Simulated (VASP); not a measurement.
A run of VASP 6.6.1:

Contents of INCAR:

```
SYSTEM = Si2Mo
  PREC = Accurate
  ENCUT = 520
  EDIFF = 1E-7
  ISMEAR = -1
  SIGMA = 0.05
  LREAL = .FALSE.
  LASPH = .TRUE.
  NELM = 60
  ALGO = Normal
  ISIF = 2
  LWAVE = .FALSE.
  LCHARG = .FALSE.
  GGA = CA
  NBANDS = 18
```

Contents of KPOINTS:

```
Automatic mesh
0
G
  12 12 12
  0 0 0
```

Contents of POSCAR:

```
Si2Mo
1.0
   -1.5783757276      1.5783757276      3.8773786233
    1.5783757276     -1.5783757276      3.8773786233
    1.5783757276      1.5783757276     -3.8773786233
Mo Si
1 2
Direct
    0.0000000000      0.0000000000      0.0000000000
    0.6670000000      0.6670000000      0.0000000000
    0.3330000000      0.3330000000      0.0000000000
```

Potentials or basis: VASP PAW LDA potentials, release 64 (Mo_sv, Si).

Run with:

```bash
$ cat potpaw_LDA.64/Mo_sv/POTCAR potpaw_LDA.64/Si/POTCAR > POTCAR
$ mpirun -np 1 vasp_std > vasp.out
```

Hardware: 1 thread of Intel(R) Xeon(R) 6975P-C (Granite Rapids), on a shared host.

**Question.** Estimate the wall time of this run.

**Answer.** Run time: 58 s on 1 thread of Intel(R) Xeon(R) 6975P-C (Granite Rapids), with other jobs on the host, peak memory 0.24 GiB. Counts: scf iterations 14, k points 163.
